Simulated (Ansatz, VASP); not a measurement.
## One calculation of Os, two programs

```xyz
1
Lattice="2.5264 0.0000 0.0000 0.0000 2.5264 0.0000 0.0000 0.0000 2.5264" Properties=species:S:1:pos:R:3 pbc="T T T"
Os    0.0000    0.0000    0.0000
```

Alike in both runs: task single point; functional BLYP; k mesh 14 × 14 × 14; occupations fermi-dirac, width 0.1 eV; no spin polarisation.

|  | VASP | Ansatz |
| --- | --- | --- |
| version | VASP 6.6.1 | Ansatz 0.2.0 |
| potentials or method | VASP PAW PBE potentials, release 64 (Os_sv_GW), cutoff 560 eV | plane waves (420 eV) with PAW, scalar-relativistic |
| valence electrons in the cell | 16 | 16 |

|  | VASP | Ansatz | Ansatz less VASP |
| --- | --- | --- | --- |
| pressure (GPa) | 24.3 | 24.3 | -0.03 |

VASP's potentials were made for PBE, not for BLYP. The functional is the same, so the differences come from potentials, cutoffs and numerics.

Spin-orbit coupling is off throughout.
